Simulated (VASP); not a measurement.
# NiGe (Pnma) in VASP: notebook

The runs below take NiGe through single point, with PBE.

Program: VASP 6.6.1. These are calculated values, not measurements. Logs are shortened: lines on timing, memory, paths and dates and some standing lists are left out, and cuts for length are marked.

## (1) The cell of the first run

The structure is orthorhombic, space group Pnma (No. 62). Conventional cell: a = 5.397 Å, b = 3.481 Å, c = 5.729 Å, α = 90.00°, β = 90.00°, γ = 90.00°. Within 3.1 Å of Ni (site symmetry m) lie 6 Ge at 2.33 to 2.48 Å and 4 Ni at 2.78 to 2.79 Å. Ge (site symmetry m) has 6 Ni at 2.33 to 2.48 Å and 2 Ge at 2.87 Å within 3.1 Å.

## (2) Single point, PBE (strain -0.0200 x Voigt [0, 0, 1, 0, 0, 0])

File INCAR:

```
SYSTEM = NiGe
PREC = Accurate
ENCUT = 520
EDIFF = 1E-6
ISMEAR = 0
SIGMA = 0.15
LREAL = .False.
LASPH = .True.
NELM = 80
ALGO = Fast
ISIF = 2
LWAVE = .False.
LCHARG = .False.
GGA = PE
NBANDS = 58
```

File KPOINTS:

```
regular mesh
0
Gamma
  8 12 8
  0 0 0
```

File POSCAR:

```
NiGe
1.0
    5.3966575280      0.0000000000      0.0000000000
    0.0000000000      3.4808800805      0.0000000000
    0.0000000000      0.0000000000      5.7291605034
Ni Ge
4 4
Direct
    0.9942832188      0.7500000000      0.1901826734
    0.0057167812      0.2500000000      0.8098173266
    0.5057167812      0.2500000000      0.6901826734
    0.4942832188      0.7500000000      0.3098173266
    0.8103268991      0.7500000000      0.5874320982
    0.1896731009      0.2500000000      0.4125679018
    0.6896731009      0.2500000000      0.0874320982
    0.3103268991      0.7500000000      0.9125679018
```

Potentials or basis: VASP PAW PBE potentials, release 64 (Ni, Ge_d).

The run is started by

```sh
$ cat potpaw_PBE.64/Ni/POTCAR potpaw_PBE.64/Ge_d/POTCAR > POTCAR
$ mpirun -np 1 vasp_std > vasp.out
```

OUTCAR:

```text
SYSTEM = NiGe
   PREC = Accurate
   ENCUT = 520
   EDIFF = 1E-6
   ISMEAR = 0
   LREAL = .False.
   LASPH = .True.
   NELM = 80
   ISIF = 2
   GGA = PE

 ion  position               nearest neighbor table
   1  0.994  0.750  0.190-   8 2.33   6 2.40   6 2.40   7 2.47   7 2.47   5 2.48   4 2.78   4 2.78
                             2 2.79   2 2.79
   2  0.006  0.250  0.810-   7 2.33   5 2.40   5 2.40   8 2.47   8 2.47   6 2.48   3 2.78   3 2.78
                             1 2.79   1 2.79
   3  0.506  0.250  0.690-   6 2.33   8 2.40   8 2.40   5 2.47   5 2.47   7 2.48   2 2.78   2 2.78
                             4 2.79   4 2.79
   4  0.494  0.750  0.310-   5 2.33   7 2.40   7 2.40   6 2.47   6 2.47   8 2.48   1 2.78   1 2.78
                             3 2.79   3 2.79
   5  0.810  0.750  0.587-   4 2.33   2 2.40   2 2.40   3 2.47   3 2.47   1 2.48   6 2.87   6 2.87

   6  0.190  0.250  0.413-   3 2.33   1 2.40   1 2.40   4 2.47   4 2.47   2 2.48   5 2.87   5 2.87

   7  0.690  0.250  0.087-   2 2.33   4 2.40   4 2.40   1 2.47   1 2.47   3 2.48   8 2.87   8 2.87

   8  0.310  0.750  0.913-   1 2.33   3 2.40   3 2.40   2 2.47   2 2.47   4 2.48   7 2.87   7 2.87

  LATTYP: Found a simple orthorhombic cell.
 ALAT       =     3.4808800805
 B/A-ratio  =     1.5503715736
 C/A-ratio  =     1.6458942483

  Lattice vectors:

 A1 = (   0.0000000000,  -3.4808800805,   0.0000000000)
 A2 = (   5.3966575280,   0.0000000000,   0.0000000000)
 A3 = (   0.0000000000,   0.0000000000,   5.7291605034)

Analysis of symmetry for initial positions (statically):
=====================================================================
 Subroutine PRICEL returns:
 Original cell was already a primitive cell.

 Routine SETGRP: Setting up the symmetry group for a
 simple orthorhombic supercell.

 Subroutine GETGRP returns: Found  8 space group operations
 (whereof  2 operations were pure point group operations)
 out of a pool of  8 trial point group operations.

The static configuration has the point symmetry S_2 .
 The point group associated with its full space group is D_2h.

Analysis of symmetry for dynamics (positions and initial velocities):
=====================================================================
 Subroutine PRICEL returns:
 Original cell was already a primitive cell.

 Routine SETGRP: Setting up the symmetry group for a
 simple orthorhombic supercell.

 Subroutine GETGRP returns: Found  8 space group operations
 (whereof  2 operations were pure point group operations)
 out of a pool of  8 trial point group operations.

The dynamic configuration has the point symmetry S_2 .
 The point group associated with its full space group is D_2h.

 Subroutine INISYM returns: Found  8 space group operations
 (whereof  2 operations are pure point group operations),
 and found     1 'primitive' translations

----------------------------------------------------------------------------------------

                                     Primitive cell

  volume of cell :     107.6230

  direct lattice vectors                    reciprocal lattice vectors
     5.396657528  0.000000000  0.000000000     0.185299881  0.000000000  0.000000000
     0.000000000  3.480880080  0.000000000     0.000000000  0.287283669  0.000000000
     0.000000000  0.000000000  5.729160503     0.000000000  0.000000000  0.174545642

  length of vectors
     5.396657528  3.480880080  5.729160503     0.185299881  0.287283669  0.174545642

  position of ions in fractional coordinates (direct lattice)
     0.994283219  0.750000000  0.190182673
     0.005716781  0.250000000  0.809817327
     0.505716781  0.250000000  0.690182673
     0.494283219  0.750000000  0.309817327
     0.810326899  0.750000000  0.587432098
     0.189673101  0.250000000  0.412567902
     0.689673101  0.250000000  0.087432098
     0.310326899  0.750000000  0.912567902

  ion indices of the primitive-cell ions
   primitive index   ion index
                 1           1
                 2           2
                 3           3
                 4           4
                 5           5
                 6           6
                 7           7
                 8           8

----------------------------------------------------------------------------------------

 KPOINTS: regular mesh

Automatic generation of k-mesh.
 Grid dimensions read from file:
 generate k-points for:    8   12    8

 Generating k-lattice:

  Cartesian coordinates                     Fractional coordinates (reciprocal lattice)
     0.023162485  0.000000000  0.000000000     0.125000000  0.000000000  0.000000000
     0.000000000  0.023940306  0.000000000     0.000000000  0.083333333  0.000000000
     0.000000000  0.000000000  0.021818205     0.000000000  0.000000000  0.125000000

  Length of vectors
     0.023162485  0.023940306  0.021818205

  Shift w.r.t. Gamma in fractional coordinates (k-lattice)
     0.000000000  0.000000000  0.000000000

 Subroutine IBZKPT returns following result:
 ===========================================

 Found    175 irreducible k-points:

 Following reciprocal coordinates:
            Coordinates               Weight
  0.000000  0.000000  0.000000      1.000000
  0.125000  0.000000  0.000000      2.000000
  0.250000  0.000000  0.000000      2.000000
  0.375000  0.000000  0.000000      2.000000
  0.500000  0.000000  0.000000      1.000000
  0.000000  0.083333  0.000000      2.000000
[... 16 lines left out ...]
  0.250000  0.333333  0.000000      4.000000
  0.375000  0.333333  0.000000      4.000000
 [... further k-points ...]
   k-points           NKPTS =    175   k-points in BZ     NKDIM =    175   number of bands    NBANDS=     58
   number of dos      NEDOS =    301   number of ions     NIONS =      8
   total plane-waves  NPLWV =  53760
   dimension x,y,z NGX =    40 NGY =   28 NGZ =   48
   dimension x,y,z NGXF=    80 NGYF=   56 NGZF=   96
   ions per type =               4   4
   NGX,Y,Z   is equivalent  to a cutoff of  12.32, 13.37, 13.93 a.u.
   NGXF,Y,Z  is equivalent  to a cutoff of  24.64, 26.75, 27.86 a.u.
 SYSTEM =  NiGe
   PREC   = accura    normal or accurate (medium, high low for compatibility)
   ISTART =      0    job   : 0-new  1-cont  2-samecut
   ICHARG =      2    charge: 1-file 2-atom 10-const
   ISPIN  =      1    spin polarized calculation?
   LNONCOLLINEAR =      F non collinear calculations
   LSORBIT =      F    spin-orbit coupling
   LASPH  =      T    aspherical Exc in radial PAW
   ENCUT  =  520.0 eV  38.22 Ry    6.18 a.u.  10.03  6.47 10.65*2*pi/ulx,y,z
   NELM   =     80;   NELMIN=  2; NELMDL= -5     # of ELM steps
   EDIFF  = 0.1E-05   stopping-criterion for ELM
   LREAL  =      F    real-space projection
   EDIFFG = 0.1E-04   stopping-criterion for IOM
   NSW    =      0    number of steps for IOM
   IBRION =     -1    ionic relax: 0-MD 1-quasi-New 2-CG
   NFREE  =      0    steps in history (QN), initial steepest desc. (CG)
   ISIF   =      2    stress and relaxation
   ISYM   =      2    0-nonsym 1-usesym 2-fastsym
   POTIM  = 0.5000    time-step for ionic-motion
   TEBEG  =    0.0;   TEEND  =   0.0 temperature during run
   PSTRESS=    0.0 pullay stress
   NELECT =      96.0000    total number of electrons
   NUPDOWN=      -1.0000    fix difference up-down
   EMIN   =  10.00;   EMAX   =-10.00  energy-range for DOS
   EFERMI =   0.00;   METHOD = LEGACY
   ISMEAR =     0;   SIGMA  =   0.15  broadening in eV -4-tet -1-fermi 0-gaus
   EFERMI_NEDOS =   21; number of points for ismear=-14 and -15
   IALGO  =     68    algorithm
   IMIX   =      4    mixing-type and parameters
     AMIX     =   0.40;   BMIX     =  1.00
     AMIX_MAG =   1.60;   BMIX_MAG =  1.00
  volume/ion in A,a.u.               =      13.45        90.78
  Fermi-wavevector in a.u.,A,eV,Ry     =   1.575906  2.978030 33.789787  2.483479
  Thomas-Fermi vector in A             =   2.676819
   LORBIT       =      0    0 simple, 1 ext, 2 COOP (PROOUT), +10 PAW based schemes
   GGA     = PE    functional components
   LHFCALC =     F    Hartree Fock is set to
   AEXX    =    0.0000 exact exchange contribution
   IVDW    =     0    specifies the selected vdW correction
   LEPSILON=     F    determine dielectric tensor
   LRPA    =     F    only Hartree local field effects (RPA)
 non-spin polarized calculation
 RMM-DIIS sequential band-by-band and
 Gauss-broadening in eV      SIGMA  =   0.15
  energy-cutoff  :      520.00
  volume of cell :      107.62
 maximum number of plane-waves:      2926
   NGX = 21   NGY = 13   NGZ = 21

 number of electron      95.9999953 magnetization

 Free energy of the ion-electron system (eV)
  ---------------------------------------------------
  ext. energy  EPLUGINS =         0.00000000
  ---------------------------------------------------
  free energy    TOTEN  =       -42.38882430 eV

  energy without entropy =      -42.36056149  energy(sigma->0) =      -42.37469290

 E-fermi :   8.8670     XC(G=0): -12.5137

 val. band max:        8.8570658433   @ k =   0.2500   0.5000   0.1250
 cond. band min:       8.8762540848   @ k =   0.0000   0.4167   0.3750
 fundamental gap:      0.0191882415
 Fermi energy:         8.8669537498

 k-point     1 :       0.0000    0.0000    0.0000
  band No.  band energies     occupation
      1     -15.8191      2.00000
      2     -15.8056      2.00000
      3     -15.8015      2.00000
      4     -15.7984      2.00000
      5     -15.7814      2.00000
      6     -15.7631      2.00000
[... 50 lines left out ...]
     57      15.3465      0.00000
     58      15.5807      0.00000

 k-point     2 :       0.1250    0.0000    0.0000
  band No.  band energies     occupation
      1     -15.8185      2.00000
      2     -15.8062      2.00000
      3     -15.8010      2.00000
      4     -15.7979      2.00000
      5     -15.7814      2.00000
      6     -15.7645      2.00000
[... 50 lines left out ...]
     57      15.0246      0.00000
     58      15.3313      0.00000
[... 1279 lines left out ...]
     57      14.1863      0.00000
     58      16.3569      0.00000

 k-point    24 :       0.3750    0.3333    0.0000
  band No.  band energies     occupation
      1     -15.8119      2.00000
      2     -15.8098      2.00000
      3     -15.7902      2.00000
      4     -15.7886      2.00000
      5     -15.7809      2.00000
      6     -15.7730      2.00000
[... 50 lines left out ...]
     57      15.0459      0.00000
     58      16.2467      0.00000

 [... further k-points ...]

------------------------ aborting loop because EDIFF is reached ----------------------------------------

  FORCE on cell =-STRESS in cart. coord.  units (eV):
  Direction    XX          YY          ZZ          XY          YZ          ZX
  --------------------------------------------------------------------------------------
  -------------------------------------------------------------------------------------
  Total        1.6927471      1.4996745      3.2001751     -0.0000000      0.0000000      0.0000000
  in kB       25.1998381     22.3255761     47.6408402     -0.0000000      0.0000000      0.0000000
  external PRESSURE =      31.7220848 kB  Pullay stress =       0.0000000 kB

 VOLUME and BASIS-vectors are now :
 -----------------------------------------------------------------------------
  energy-cutoff  :      520.00
  volume of cell :      107.62
      direct lattice vectors                 reciprocal lattice vectors
     5.396657528  0.000000000  0.000000000     0.185299881  0.000000000  0.000000000
     0.000000000  3.480880080  0.000000000     0.000000000  0.287283669  0.000000000
     0.000000000  0.000000000  5.729160503     0.000000000  0.000000000  0.174545642

 POSITION                                       TOTAL-FORCE (eV/Angst)
 -----------------------------------------------------------------------------------
      5.36581      2.61066      1.08959        -0.075087      0.000000     -0.055455
      0.03085      0.87022      4.63957         0.075087      0.000000      0.055455
      2.72918      0.87022      3.95417         0.075087     -0.000000     -0.055455
      2.66748      2.61066      1.77499        -0.075087      0.000000      0.055455
      4.37306      2.61066      3.36549         0.031024     -0.000000      0.101729
      1.02360      0.87022      2.36367        -0.031024      0.000000     -0.101729
      3.72193      0.87022      0.50091        -0.031024     -0.000000      0.101729
      1.67473      2.61066      5.22825         0.031024      0.000000     -0.101729
 -----------------------------------------------------------------------------------
    total drift:                               -0.000000      0.000000      0.000000

  FREE ENERGIE OF THE ION-ELECTRON SYSTEM (eV)
  ---------------------------------------------------
  free  energy   TOTEN  =       -42.3888243003 eV

  energy  without entropy=      -42.3605614914  energy(sigma->0) =      -42.37469290
```

Wall time 26 min (1 thread of Oxide Virtual Turin-like, shared host); peak memory 0.79 GiB.

What came out:

```yaml
Free_energy: -42.3888 eV
Pressure: 3.2 GPa
Largest_force: 0.106 eV/Å
Band_gap_on_the_k_mesh: zero (bands 48 and 49 overlap by 1.68 eV)
```

Forces on the atoms (eV/Å):
```
Ni  -0.075  0.000 -0.055
Ni   0.075  0.000  0.055
Ni   0.075  0.000 -0.055
Ni  -0.075  0.000  0.055
Ge   0.031  0.000  0.102
Ge  -0.031  0.000 -0.102
Ge  -0.031  0.000  0.102
Ge   0.031  0.000 -0.102
```

Stress tensor (GPa, compression positive):
```
2.52 0.00 0.00
0.00 2.23 0.00
0.00 0.00 4.76
```

Caveat: the cell differs from its parent crystal (strain -0.0200 x Voigt [0, 0, 1, 0, 0, 0]); the cell stands under pressure. Spin polarisation is off, so any magnetic state and its effect on volume and gap are missing.

(Part 1 of 2 ends here.)
